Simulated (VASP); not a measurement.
Crystal: CsLiMoO4.

```
CELL_PARAMETERS angstrom
0.00000 4.19603 4.19603
4.19603 0.00000 4.19603
4.19603 4.19603 0.00000
ATOMIC_POSITIONS crystal
Cs 0.75000 0.75000 0.75000
Li 0.50000 0.50000 0.50000
Mo 0.25000 0.25000 0.25000
O 0.88637 0.37121 0.37121
O 0.37121 0.37121 0.88637
O 0.37121 0.88637 0.37121
O 0.37121 0.37121 0.37121
```

| Quantity | Value |
| --- | --- |
| Program | VASP 6.6.1 |
| Task | relaxation of cell and atoms |
| Functional | LDA |
| Potentials or basis | VASP PAW LDA potentials, release 64 (Cs_sv, Li_sv, Mo_sv, O) |
| Cutoff | 600 eV |
| k mesh | 6 × 6 × 6 |
| Occupations | gaussian, width 0.03 eV |
| Spin | no spin polarisation |

At the start: pressure -1.7 GPa; volume 21.11 Å³/atom.

**Question.** Where does the relaxation end?

**Answer.** Over 8 steps the energy falls by 6.7 meV/atom and the volume is 20.03 Å³/atom (-5.1 %); space group F-43m (No. 216, to 0.1 Å) before and after.

Step by step:
| step | energy change (eV) | largest force (eV/Å) | pressure (GPa) | volume (Å³) |
| --- | --- | --- | --- | --- |
| 1 | 0.0000 | 0.1147 | -1.66 | 147.76 |
| 2 | -0.0263 | 0.6168 | 0.45 | 143.13 |
| 3 | -0.0263 | 0.6261 | 0.47 | 143.05 |
| 4 | -0.0416 | 0.3323 | 0.30 | 141.60 |
| 5 | -0.0469 | 0.0061 | 0.12 | 139.95 |
| 6 | -0.0470 | 0.0317 | 0.13 | 140.13 |
| 7 | -0.0470 | 0.0188 | 0.09 | 140.07 |
| 8 | -0.0471 | 0.0047 | 0.04 | 140.21 |

Final structure:
```yaml
crystal:
  lattice:
    - [0.00000, 4.12330, 4.12330]
    - [4.12330, 0.00000, 4.12330]
    - [4.12330, 4.12330, 0.00000]
  atoms:
    - { symbol: Cs, position: [0.75000, 0.75000, 0.75000] }
    - { symbol: Li, position: [0.50000, 0.50000, 0.50000] }
    - { symbol: Mo, position: [0.25000, 0.25000, 0.25000] }
    - { symbol: O, position: [0.88101, 0.37300, 0.37300] }
    - { symbol: O, position: [0.37300, 0.37300, 0.88101] }
    - { symbol: O, position: [0.37300, 0.88101, 0.37300] }
    - { symbol: O, position: [0.37300, 0.37300, 0.37300] }
```

Caveat: the cutoff is under 1.25 times the usual one of these potentials, so pressure, stress and relaxed cells hold a basis-set (Pulay) error.
